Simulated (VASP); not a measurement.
# Ca (Fm-3m) in VASP: single point with r2SCAN

Aim: the single point of Ca with r2SCAN.

All numbers are computed with VASP 6.6.1; they aren't measurements. Logs are shortened: lines on timing, memory, paths and dates and some standing lists are left out, and cuts for length are marked.

## Step 1: The cell of the first run

Symmetry: Fm-3m, No. 225, cubic system. The conventional cell has a = 5.525 Å, b = 5.525 Å, c = 5.525 Å, α = 90.00°, β = 90.00°, γ = 90.00°. Ca (site symmetry m-3m) has 12 Ca at 3.91 Å within 5.1 Å.

## Step 2: Single point, r2SCAN

The input, POSCAR:

```
Ca
1.0
    0.0000000000      2.7623960552      2.7623960552
    2.7623960552      0.0000000000      2.7623960552
    2.7623960552      2.7623960552      0.0000000000
Ca
1
Direct
    0.0000000000      0.0000000000      0.0000000000
```

The input, INCAR.step1:

```
  ALGO = Normal
  EDIFF = 1E-4
  ENCUT = 520
  GGA = PE
  ISMEAR = 0
  LASPH = T
  LCHARG = F
  LREAL = F
  LWAVE = T
  NBANDS = 11
  NELM = 60
  PREC = Accurate
  SIGMA = 0.1
```

The input, INCAR.step2:

```
  ALGO = Normal
  EDIFF = 1E-6
  ENCUT = 520
  ISIF = 2
  ISMEAR = 0
  ISTART = 1
  LASPH = T
  LCHARG = T
  LELF = T
  LMIXTAU = T
  LREAL = F
  LVHAR = T
  LWAVE = F
  METAGGA = R2SCAN
  NBANDS = 11
  NELM = 60
  PREC = Accurate
  SIGMA = 0.1
```

The input, KPOINTS:

```
k-points
0
Gamma
  14 14 14
```

Potentials or basis: VASP PAW PBE potentials, release 64 (Ca_sv).

The run is started by

```console
cat potpaw_PBE.64/Ca_sv/POTCAR > POTCAR
cp INCAR.step1 INCAR
mpirun -np 1 vasp_std > vasp.out
cp INCAR.step2 INCAR
mpirun -np 1 vasp_std > vasp.out
```

OUTCAR:

```text
EDIFF = 1E-6
   ENCUT = 520
   ISIF = 2
   ISMEAR = 0
   ISTART = 1
   LASPH = T
   LREAL = F
   METAGGA = R2SCAN
   NELM = 60
   PREC = Accurate

 ion  position               nearest neighbor table
   1  0.000  0.000  0.000-

  LATTYP: Found a face centered cubic cell.
 ALAT       =     5.5247921104

  Lattice vectors:

 A1 = (   0.0000000000,   2.7623960552,   2.7623960552)
 A2 = (   2.7623960552,   0.0000000000,   2.7623960552)
 A3 = (   2.7623960552,   2.7623960552,   0.0000000000)

Analysis of symmetry for initial positions (statically):
=====================================================================
 Subroutine PRICEL returns:
 Original cell was already a primitive cell.

 Routine SETGRP: Setting up the symmetry group for a
 face centered cubic supercell.

 Subroutine GETGRP returns: Found 48 space group operations
 (whereof 48 operations were pure point group operations)
 out of a pool of 48 trial point group operations.

The static configuration has the point symmetry O_h .

Analysis of symmetry for dynamics (positions and initial velocities):
=====================================================================
 Subroutine PRICEL returns:
 Original cell was already a primitive cell.

 Routine SETGRP: Setting up the symmetry group for a
 face centered cubic supercell.

 Subroutine GETGRP returns: Found 48 space group operations
 (whereof 48 operations were pure point group operations)
 out of a pool of 48 trial point group operations.

The dynamic configuration has the point symmetry O_h .

 Subroutine INISYM returns: Found 48 space group operations
 (whereof 48 operations are pure point group operations),
 and found     1 'primitive' translations

----------------------------------------------------------------------------------------

                                     Primitive cell

  volume of cell :      42.1588

  direct lattice vectors                    reciprocal lattice vectors
     0.000000000  2.762396055  2.762396055    -0.181002286  0.181002286  0.181002286
     2.762396055  0.000000000  2.762396055     0.181002286 -0.181002286  0.181002286
     2.762396055  2.762396055  0.000000000     0.181002286  0.181002286 -0.181002286

  length of vectors
     3.906617966  3.906617966  3.906617966     0.313505155  0.313505155  0.313505155

  position of ions in fractional coordinates (direct lattice)
     0.000000000  0.000000000  0.000000000

  ion indices of the primitive-cell ions
   primitive index   ion index
                 1           1

----------------------------------------------------------------------------------------

 KPOINTS: k-points

Automatic generation of k-mesh.
 Grid dimensions read from file:
 generate k-points for:   14   14   14

 Generating k-lattice:

  Cartesian coordinates                     Fractional coordinates (reciprocal lattice)
    -0.012928735  0.012928735  0.012928735     0.071428571  0.000000000  0.000000000
     0.012928735 -0.012928735  0.012928735     0.000000000  0.071428571  0.000000000
     0.012928735  0.012928735 -0.012928735     0.000000000  0.000000000  0.071428571

  Length of vectors
     0.022393225  0.022393225  0.022393225

  Shift w.r.t. Gamma in fractional coordinates (k-lattice)
     0.000000000  0.000000000  0.000000000

 Subroutine IBZKPT returns following result:
 ===========================================

 Found    104 irreducible k-points:

 Following reciprocal coordinates:
            Coordinates               Weight
  0.000000  0.000000  0.000000      1.000000
  0.071429  0.000000  0.000000      8.000000
  0.142857  0.000000  0.000000      8.000000
  0.214286  0.000000  0.000000      8.000000
  0.285714  0.000000  0.000000      8.000000
  0.357143  0.000000  0.000000      8.000000
[... 16 lines left out ...]
  0.214286  0.142857  0.000000     24.000000
  0.285714  0.142857  0.000000     24.000000
 [... further k-points ...]
   k-points           NKPTS =    104   k-points in BZ     NKDIM =    104   number of bands    NBANDS=     11
   number of dos      NEDOS =    301   number of ions     NIONS =      1
   total plane-waves  NPLWV =  27000
   dimension x,y,z NGX =    30 NGY =   30 NGZ =   30
   dimension x,y,z NGXF=    60 NGYF=   60 NGZF=   60
   ions per type =               1
   NGX,Y,Z   is equivalent  to a cutoff of  12.77, 12.77, 12.77 a.u.
   NGXF,Y,Z  is equivalent  to a cutoff of  25.53, 25.53, 25.53 a.u.
 SYSTEM =  unknown system
   PREC   = accura    normal or accurate (medium, high low for compatibility)
   ISTART =      1    job   : 0-new  1-cont  2-samecut
   ICHARG =      0    charge: 1-file 2-atom 10-const
   ISPIN  =      1    spin polarized calculation?
   LNONCOLLINEAR =      F non collinear calculations
   LSORBIT =      F    spin-orbit coupling
   LASPH  =      T    aspherical Exc in radial PAW
   ENCUT  =  520.0 eV  38.22 Ry    6.18 a.u.   7.26  7.26  7.26*2*pi/ulx,y,z
   NELM   =     60;   NELMIN=  2; NELMDL=  0     # of ELM steps
   EDIFF  = 0.1E-05   stopping-criterion for ELM
   LREAL  =      F    real-space projection
   EDIFFG = 0.1E-04   stopping-criterion for IOM
   NSW    =      0    number of steps for IOM
   IBRION =     -1    ionic relax: 0-MD 1-quasi-New 2-CG
   NFREE  =      0    steps in history (QN), initial steepest desc. (CG)
   ISIF   =      2    stress and relaxation
   ISYM   =      2    0-nonsym 1-usesym 2-fastsym
   POTIM  = 0.5000    time-step for ionic-motion
   TEBEG  =    0.0;   TEEND  =   0.0 temperature during run
   PSTRESS=    0.0 pullay stress
   NELECT =      10.0000    total number of electrons
   NUPDOWN=      -1.0000    fix difference up-down
   EMIN   =  10.00;   EMAX   =-10.00  energy-range for DOS
   EFERMI =   0.00;   METHOD = LEGACY
   ISMEAR =     0;   SIGMA  =   0.10  broadening in eV -4-tet -1-fermi 0-gaus
   EFERMI_NEDOS =   21; number of points for ismear=-14 and -15
   IALGO  =     38    algorithm
   IMIX   =      4    mixing-type and parameters
     AMIX     =   0.40;   BMIX     =  1.00
     AMIX_MAG =   1.60;   BMIX_MAG =  1.00
  volume/ion in A,a.u.               =      42.16       284.50
  Fermi-wavevector in a.u.,A,eV,Ry     =   1.013395  1.915039 13.972776  1.026970
  Thomas-Fermi vector in A             =   2.146562
   LORBIT       =      0    0 simple, 1 ext, 2 COOP (PROOUT), +10 PAW based schemes
   METAGGA = R2SCAN    functional components
   LHFCALC =     F    Hartree Fock is set to
   AEXX    =    0.0000 exact exchange contribution
   IVDW    =     0    specifies the selected vdW correction
   LEPSILON=     F    determine dielectric tensor
   LRPA    =     F    only Hartree local field effects (RPA)
 non-spin polarized calculation
 Gauss-broadening in eV      SIGMA  =   0.10
  energy-cutoff  :      520.00
  volume of cell :       42.16
 maximum number of plane-waves:      1158
 NGX is ok and might be reduce to    30
   NGX = 15   NGY = 15   NGZ = 15

 number of electron      10.0000001 magnetization

 Free energy of the ion-electron system (eV)
  ---------------------------------------------------
  ext. energy  EPLUGINS =         0.00000000
  ---------------------------------------------------
  free energy    TOTEN  =        -7.03309949 eV

  energy without entropy =       -7.02670383  energy(sigma->0) =       -7.02990166

 E-fermi :   1.9920     XC(G=0):  -8.2233

 val. band max:        1.9526486606   @ k =  -0.4286   0.2143   0.0714
 cond. band min:       1.9951628034   @ k =  -0.3571   0.4286   0.1429
 fundamental gap:      0.0425141427
 Fermi energy:         1.9920276459

 k-point     1 :       0.0000    0.0000    0.0000
  band No.  band energies     occupation
      1     -41.7738      2.00000
      2     -21.8017      2.00000
      3     -21.8017      2.00000
      4     -21.8016      2.00000
      5      -2.2892      2.00000
      6       4.7099      0.00000
      7       4.7099      0.00000
      8       4.7099      0.00000
      9       5.8411      0.00000
     10       5.8411      0.00000
     11      11.6079      0.00000

 k-point     2 :       0.0714    0.0000    0.0000
  band No.  band energies     occupation
      1     -41.7730      2.00000
      2     -21.8091      2.00000
      3     -21.8027      2.00000
      4     -21.8026      2.00000
      5      -2.1966      2.00000
      6       4.6004      0.00000
      7       4.7452      0.00000
      8       4.7452      0.00000
      9       5.8082      0.00000
     10       5.8082      0.00000
     11      11.7208      0.00000

 k-point     3 :       0.1429    0.0000    0.0000
  band No.  band energies     occupation
      1     -41.7710      2.00000
      2     -21.8299      2.00000
      3     -21.8055      2.00000
      4     -21.8054      2.00000
      5      -1.9233      2.00000
      6       4.3042      0.00000
      7       4.8246      0.00000
      8       4.8247      0.00000
      9       5.7485      0.00000
     10       5.7485      0.00000
     11      11.6297      0.00000

 k-point     4 :       0.2143    0.0000    0.0000
  band No.  band energies     occupation
      1     -41.7681      2.00000
      2     -21.8596      2.00000
      3     -21.8095      2.00000
      4     -21.8094      2.00000
      5      -1.4827      2.00000
      6       3.8847      0.00000
      7       4.8632      0.00000
      8       4.8632      0.00000
      9       5.7724      0.00000
     10       5.7724      0.00000
     11      10.5154      0.00000
[... 239 lines left out ...]
 k-point    22 :       0.1429    0.1429    0.0000
  band No.  band energies     occupation
      1     -41.7701      2.00000
      2     -21.8290      2.00000
      3     -21.8118      2.00000
      4     -21.8117      2.00000
      5      -1.8032      2.00000
      6       4.2240      0.00000
      7       4.8994      0.00000
      8       4.8994      0.00000
      9       5.3516      0.00000
     10       5.9644      0.00000
     11      12.1595      0.00000

 k-point    23 :       0.2143    0.1429    0.0000
  band No.  band energies     occupation
      1     -41.7679      2.00000
      2     -21.8483      2.00000
      3     -21.8167      2.00000
      4     -21.8156      2.00000
      5      -1.4806      2.00000
      6       3.9624      0.00000
      7       4.8952      0.00000
      8       4.9929      0.00000
      9       5.2500      0.00000
     10       6.0273      0.00000
     11      11.5180      0.00000

 k-point    24 :       0.2857    0.1429    0.0000
  band No.  band energies     occupation
      1     -41.7651      2.00000
      2     -21.8750      2.00000
      3     -21.8217      2.00000
      4     -21.8202      2.00000
      5      -1.0016      2.00000
      6       3.6153      0.00000
      7       4.6403      0.00000
      8       5.0248      0.00000
      9       5.4845      0.00000
     10       6.1541      0.00000
     11      10.2930      0.00000

 [... further k-points ...]

------------------------ aborting loop because EDIFF is reached ----------------------------------------

  FORCE on cell =-STRESS in cart. coord.  units (eV):
  Direction    XX          YY          ZZ          XY          YZ          ZX
  --------------------------------------------------------------------------------------
  -------------------------------------------------------------------------------------
  Total        0.1297240      0.1297240      0.1297240      0.0000000      0.0000000      0.0000000
  in kB        4.9299560      4.9299560      4.9299560      0.0000000      0.0000000      0.0000000
  external PRESSURE =       4.9299560 kB  Pullay stress =       0.0000000 kB

 VOLUME and BASIS-vectors are now :
 -----------------------------------------------------------------------------
  energy-cutoff  :      520.00
  volume of cell :       42.16
      direct lattice vectors                 reciprocal lattice vectors
     0.000000000  2.762396055  2.762396055    -0.181002286  0.181002286  0.181002286
     2.762396055  0.000000000  2.762396055     0.181002286 -0.181002286  0.181002286
     2.762396055  2.762396055  0.000000000     0.181002286  0.181002286 -0.181002286

 POSITION                                       TOTAL-FORCE (eV/Angst)
 -----------------------------------------------------------------------------------
      0.00000      0.00000      0.00000         0.000000      0.000000      0.000000
 -----------------------------------------------------------------------------------
    total drift:                               -0.000000     -0.000000      0.000000

  FREE ENERGIE OF THE ION-ELECTRON SYSTEM (eV)
  ---------------------------------------------------
  free  energy   TOTEN  =        -7.0330994865 eV

  energy  without entropy=       -7.0267038323  energy(sigma->0) =       -7.02990166
```

It took 5.1 min on 1 thread of Intel Xeon 8259CL, shared host; peak memory 0.2 GiB.

What came out:

| Item | Value |
| --- | --- |
| Free energy | -7.0331 eV |
| Pressure | 0.5 GPa |
| Band gap on the k mesh | zero (bands 5 and 6 overlap by 0.49 eV) |

Caveat: the PAW data sets were made with another functional, which shifts forces and pressure a little.
